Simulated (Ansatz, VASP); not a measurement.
**NaCl: VASP beside Ansatz**

Contents of INCAR:

```
SYSTEM = NaCl
PREC = Accurate
ENCUT = 520
EDIFF = 1E-7
ISMEAR = -1
SIGMA = 0.02
LREAL = .FALSE.
LASPH = .TRUE.
NELM = 60
ALGO = Normal
ISIF = 2
LWAVE = .FALSE.
LCHARG = .FALSE.
GGA = PE
NBANDS = 14
```

Contents of KPOINTS:

```
regular mesh
0
G
  8 8 8
  0 0 0
```

The input POSCAR:

```
NaCl
1.0
    0.0000000000      2.7219811040      2.7219811040
    2.7219811040      0.0000000000      2.7219811040
    2.7219811040      2.7219811040      0.0000000000
Na Cl
1 1
Direct
    0.0000000000      0.0000000000      0.0000000000
    0.5000000000      0.5000000000      0.5000000000
```

Input for Ansatz:

```yaml
crystal:
  lattice:
    - [0.0, 2.721981104, 2.721981104]
    - [2.721981104, 0.0, 2.721981104]
    - [2.721981104, 2.721981104, 0.0]
  atoms:
    - { symbol: Na, position: [0.0, 0.0, 0.0] }
    - { symbol: Cl, position: [0.5, 0.5, 0.5] }
kpoints:
  mp_grid: { grid: [8, 8, 8] }
  band_path:
    path:
      - [0.0, 0.0, 0.0]
      - [0.5, 0.0, 0.5]
      - [0.625, 0.25, 0.625]
      - [0.375, 0.375, 0.75]
      - [0.5, 0.5, 0.5]
      - [0.5, 0.25, 0.75]
    npoints: 1
hamiltonian:
  xc: pbe
scf:
  occupations: { method: fermi_dirac, width: 0.02 }
  n_extra_bands: 4
output:
  forces: true
  stress: true
  eigenvalues: true
  write_density: true
  write_potential: true
  elf: true
  volumetric_format: npy
```

Change from the starting cell: hydrostatic strain -2.9%.

Alike in both runs: task single point; functional PBE; k mesh 8 × 8 × 8; occupations fermi-dirac, width 0.02 eV; no spin polarisation.

|  | VASP | Ansatz |
| --- | --- | --- |
| version | VASP 6.6.1 | Ansatz 0.2.0 |
| potentials or method | VASP PAW PBE potentials, release 64 (Na_pv, Cl) | plane waves, PAW |
| plane-wave cutoff (eV) | 520 | 420 |
| valence electrons in the cell | 14 | 16 |

|  | VASP | Ansatz | Ansatz less VASP |
| --- | --- | --- | --- |
| gap on the k mesh at the Fermi level (eV) | 5.55 | 5.55 | 0.000 |
| pressure (GPa) | 4.4 | 4.4 | +0.01 |

VASP's potentials hold 14 valence electrons a cell and Ansatz's 16, so a difference there can come from the potentials and not from the codes.
